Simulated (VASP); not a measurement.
# HfC47 (a cell with a defect) in VASP: a series of runs, part 3 of 3

VASP 6.6.1. The steps go on from the part before.

### Step 5. Single point, PBE, collinear spin

Contents of INCAR:

```
PREC = Accurate ; ENCUT = 520
EDIFF = 1E-6 ; ISMEAR = 0
SIGMA = 0.05 ; LREAL = Auto
LASPH = T ; NELM = 150
ALGO = Normal ; ISIF = 2
LWAVE = F ; LCHARG = F
ISPIN = 2 ; MAGMOM = 0.2 0 0 0 0 0 0 0 0 0 0 0 0 0 0 0 0 0 0 0 0 0 0 0 0.2 0 0.2 0 0 0 0 0 0 0 0 0.2 0 0 0 0 0 0 0 0 0 0 0 0
LORBIT = 11 ; LMAXMIX = 4
GGA = PE ; NBANDS = 133
NELECT = 199.0 ; LUSENCCL = F
```

Contents of KPOINTS:

```
Automatic mesh
0
Gamma
  2 2 2
```

Contents of POSCAR:

```
HfC47
1.0
    3.7050000000     -2.1390830000     -6.7900000000
    3.7050000000     -2.1390830000      6.7900000000
   -7.4100000000     -4.2781650000      0.0000000000
Hf C
1 47
Direct
    0.1578845706     -0.0314299201      0.0624246585
    0.5099336742      0.5326638754      0.0163852032
    0.6852005099      0.6842612575      0.8470775833
    0.1767202836      0.2027814116      0.8466879232
    0.3399476409      0.3687733401      0.6833357914
    0.8502754468      0.8498078145      0.6819736576
    0.0055517631      0.0328150194      0.5185472512
    0.5093322372      0.5260932994      0.5149284447
    0.6721446750      0.7001810680      0.3515912012
    0.1683288683      0.2020931074      0.3537727126
    0.3414111796      0.3716859510      0.1823726289
    0.8352021984      0.8637947487      0.1868659636
    0.7286063210      0.2277977315     -0.0190302684
    0.2414076286      0.7127611960     -0.0198746430
    0.3982913965      0.8914984892      0.8134511333
    0.8962295823      0.3913184705      0.8136629065
    0.0624397715      0.5593645335      0.6466602814
    0.5609503357      0.0623733066      0.6475792808
    0.7292224632      0.2281101894      0.4813681423
    0.2269252178      0.7296513859      0.4811186677
    0.4004612611      0.8894165764      0.3152537795
    0.8928585684      0.3965164821      0.3142933388
    0.0632079165      0.5577814237      0.1476444186
    0.5683194532      0.0565028764      0.1477370521
    0.1878617304      0.2087441602      0.0131313692
    0.6789148615      0.6917863679      0.0162598360
    0.8635955059      0.8240577105      0.8409656590
    0.3414681897      0.3696062187      0.8484507643
    0.5101183689      0.5281692614      0.6819243933
    1.0119430730      0.0261959701      0.6825352652
    0.1706858016      0.2041593111      0.5204207354
    0.6757393584      0.6939062433      0.5164176220
    0.8360087000      0.8665212559      0.3527451996
    0.3398484523      0.3641899452      0.3492705740
    0.5085622630      0.5377522908      0.1845807327
    1.0033146798      0.0287213465      0.1953779329
    0.5654028913      0.0588933347     -0.0193552545
    0.0665853656      0.5537145167     -0.0193185911
    0.2342659353      0.7214431041      0.8130780079
    0.7280384685      0.2284095668      0.8141568102
    0.8956424001      0.3931039125      0.6471272761
    0.3944461899      0.8951959316      0.6474470165
    0.5631001524      0.0609972758      0.4817983197
    0.0595247521      0.5632779159      0.4810351886
    0.2298765694      0.7259619751      0.3149269723
    0.7295583952      0.2283846245      0.3146859727
    0.8940028114      0.3950376026      0.1474663299
    0.4103103257      0.8810312205      0.1486119066
```

Potentials or basis: VASP PAW PBE potentials, release 64 (Hf_pv, C).

On the command line:

```bash
cat potpaw_PBE.64/Hf_pv/POTCAR potpaw_PBE.64/C/POTCAR > POTCAR
mpirun -np 1 vasp_std > vasp.out
```

OUTCAR:

```text
PREC = Accurate
   ENCUT = 520
   EDIFF = 1E-6
   ISMEAR = 0
   LREAL = Auto
   LASPH = T
   NELM = 150
   ISIF = 2
   ISPIN = 2
   LORBIT = 11
   GGA = PE
   NELECT = 199.0

 ion  position               nearest neighbor table
   1  0.158  0.969  0.062-  25 2.01  36 2.01  27 2.14  14 2.41  48 2.42  10 2.65  11 2.65  34 2.86
                            24 2.88  39 2.89  21 2.90  38 2.91  12 2.94   4 2.95
   2  0.510  0.533  0.016-  26 1.41  28 1.43  35 1.43
   3  0.685  0.684  0.847-  27 1.41  29 1.42  26 1.45
   4  0.177  0.203  0.847-  25 1.39  28 1.41  30 1.44   1 2.95
   5  0.340  0.369  0.683-  28 1.41  31 1.41  29 1.42
   6  0.850  0.850  0.682-  27 1.41  32 1.42  30 1.45
[... 2179 lines left out ...]
     -4.86790     -4.43406      0.17696        -0.024064     -0.028036     -0.113464
     -2.43771     -4.43944      0.19573        -0.099886     -0.054119     -0.095682
      1.24538     -6.55422     -0.00318        -0.057758      0.012956     -0.126823
[... 40 lines left out ...]
      3.68317     -3.38825     -3.38797         0.022230     -0.092212     -0.033128
      3.68321     -3.39807      3.19619         0.039051     -0.055487      0.019281
 -----------------------------------------------------------------------------------
    total drift:                               -0.017541      0.003121      0.017066

  FREE ENERGIE OF THE ION-ELECTRON SYSTEM (eV)
  ---------------------------------------------------
  free  energy   TOTEN  =      -432.2042837305 eV

  energy  without entropy=     -432.1975295437  energy(sigma->0) =     -432.20090664

 total charge

# of ion       s       p       d       tot
------------------------------------------
    1        0.401   6.490   2.007   8.899
    2        0.867   1.792   0.000   2.659
    3        0.863   1.775   0.000   2.639
    4        0.870   1.800   0.000   2.670
    5        0.871   1.812   0.000   2.683
    6        0.863   1.775   0.000   2.639
[... 40 lines left out ...]
   47        0.861   1.796   0.000   2.657
   48        0.856   1.802   0.000   2.659
--------------------------------------------------
tot         41.008  90.734   2.007 133.748

 magnetization (x)

# of ion       s       p       d       tot
------------------------------------------
    1       -0.000   0.000  -0.000  -0.000
    2       -0.000  -0.000   0.000  -0.000
    3       -0.000  -0.000   0.000  -0.000
    4       -0.000  -0.000   0.000  -0.000
    5       -0.000  -0.000   0.000  -0.000
    6       -0.000  -0.000   0.000  -0.000
[... 40 lines left out ...]
   47       -0.000  -0.000   0.000  -0.000
   48       -0.000  -0.000   0.000  -0.000
--------------------------------------------------
tot          0.000   0.006  -0.000   0.007
```

stdout:

```text
Offloading initialized ...    1 GPUs detected
 POSCAR found type information on POSCAR HfC
 POSCAR found :  2 types and      48 ions
 scaLAPACK will be used selectively (only on CPU)
 LDA part: xc-table for (Slater+PW92), standard interpolation
 POSCAR, INCAR and KPOINTS ok, starting setup
 FFT: planning ... GRIDC
 FFT: planning ... GRID_SOFT
 FFT: planning ... GRID
 WAVECAR not read
 entering main loop
 the old and the new charge density differ
 old charge density:   198.00000 new  199.00000
    0.679E+01
```

It took 5.5 min on 1 × NVIDIA H100 80GB with 1 thread of AMD EPYC 7R13 (Zen 3), shared host; peak memory 1.9 GiB.

What came out:

```
Free energy                                           : -432.2043 eV
Largest force                                         : 0.609 eV/Å
Net moment                                            : 0.01 μB per cell
Valence electrons inside the program's atomic spheres : Hf 8.90; C 2.66, 2.64, 2.67, 2.68, 2.65, 2.60, 2.69 (each value once)
```

Forces on the atoms (eV/Å):
```
Hf  -0.021  0.130  0.595
C   -0.135 -0.092  0.122
C    0.078 -0.033 -0.164
C   -0.024 -0.028 -0.113
C   -0.100 -0.054 -0.096
C   -0.058  0.013 -0.127
C    0.124 -0.105  0.072
C   -0.009 -0.290  0.020
C    0.164 -0.089 -0.097
C    0.122 -0.029 -0.089
C   -0.048 -0.006 -0.093
C    0.094  0.002 -0.177
C    0.038  0.070  0.002
C    0.002  0.062 -0.059
C    0.039 -0.060  0.000
C    0.064 -0.082  0.043
C   -0.036 -0.078  0.030
C   -0.025 -0.058  0.013
C    0.011  0.055 -0.008
C   -0.019  0.067 -0.023
C    0.030 -0.059  0.010
C    0.042 -0.079  0.026
C   -0.054 -0.068  0.028
C   -0.056 -0.023 -0.018
C   -0.108 -0.063  0.019
C    0.093 -0.023 -0.063
C   -0.029 -0.106 -0.148
C    0.114  0.134  0.017
C    0.085  0.146  0.065
C   -0.089  0.009 -0.066
C   -0.143 -0.003 -0.004
C   -0.106  0.121  0.033
C   -0.182  0.136  0.063
C   -0.040  0.427  0.068
C    0.107  0.029  0.037
C    0.123 -0.033  0.030
C    0.012  0.054  0.000
C    0.060  0.029 -0.014
C   -0.074  0.015  0.005
C   -0.087  0.028 -0.024
C   -0.005 -0.078  0.024
C   -0.006 -0.057  0.001
C    0.031  0.065  0.030
C    0.056  0.055  0.002
C   -0.042  0.062  0.030
C   -0.058  0.035  0.010
C    0.022 -0.092 -0.033
C    0.039 -0.055  0.019
```

Levels at points of the mesh, in eV from the Fermi level:
Spin up:
| k point | band 97 | band 98 | band 99 | band 100 | band 101 | band 102 |
| --- | --- | --- | --- | --- | --- | --- |
| (0.00, 0.00, 0.00) | -1.07 | -0.84 | -0.83 | -0.07 | 0.01 | 0.17 |
| (0.50, 0.00, 0.00) | -1.61 | -1.26 | -0.68 | 0.33 | 0.80 | 1.18 |
| (0.00, 0.50, 0.50) | -1.27 | -1.23 | -0.94 | 0.51 | 0.83 | 0.99 |
| (0.00, 0.50, 0.00) | -1.60 | -1.31 | -0.62 | 0.39 | 0.62 | 1.10 |
| (0.50, 0.00, 0.50) | -1.29 | -1.22 | -0.97 | 0.52 | 0.83 | 0.99 |
| (0.50, 0.50, 0.00) | -0.92 | -0.86 | -0.80 | -0.38 | -0.12 | -0.02 |
| (0.00, 0.00, 0.50) | -1.58 | -1.27 | -0.73 | 0.44 | 0.66 | 1.24 |
| (0.50, 0.50, 0.50) | -1.58 | -1.29 | -0.56 | 0.29 | 0.64 | 1.02 |
Spin down:
| k point | band 96 | band 97 | band 98 | band 99 | band 100 | band 101 | band 102 | band 103 |
| --- | --- | --- | --- | --- | --- | --- | --- | --- |
| (0.00, 0.00, 0.00) | -1.29 | -1.07 | -0.84 | -0.83 | -0.07 | 0.02 | 0.17 | 0.60 |
| (0.50, 0.00, 0.00) | -2.08 | -1.60 | -1.25 | -0.68 | 0.33 | 0.80 | 1.18 | 1.49 |
| (0.00, 0.50, 0.50) | -2.16 | -1.27 | -1.23 | -0.94 | 0.51 | 0.83 | 0.99 | 1.61 |
| (0.00, 0.50, 0.00) | -2.04 | -1.60 | -1.31 | -0.62 | 0.39 | 0.62 | 1.10 | 1.55 |
| (0.50, 0.00, 0.50) | -2.17 | -1.29 | -1.22 | -0.96 | 0.52 | 0.83 | 0.99 | 1.57 |
| (0.50, 0.50, 0.00) | -0.93 | -0.92 | -0.86 | -0.80 | -0.37 | -0.12 | -0.02 | 0.55 |
| (0.00, 0.00, 0.50) | -1.89 | -1.57 | -1.27 | -0.73 | 0.44 | 0.66 | 1.24 | 1.46 |
| (0.50, 0.50, 0.50) | -2.13 | -1.58 | -1.29 | -0.56 | 0.29 | 0.64 | 1.02 | 1.53 |

Caveat: the k points lie up to 0.48 Å⁻¹ apart; the cell carries a net charge on a neutralising background, which shifts energy and pressure; the cell is charged against a uniform background, so pressure and absolute levels hang on convention; spin-orbit coupling is left out, which moves the levels of the heavy elements.
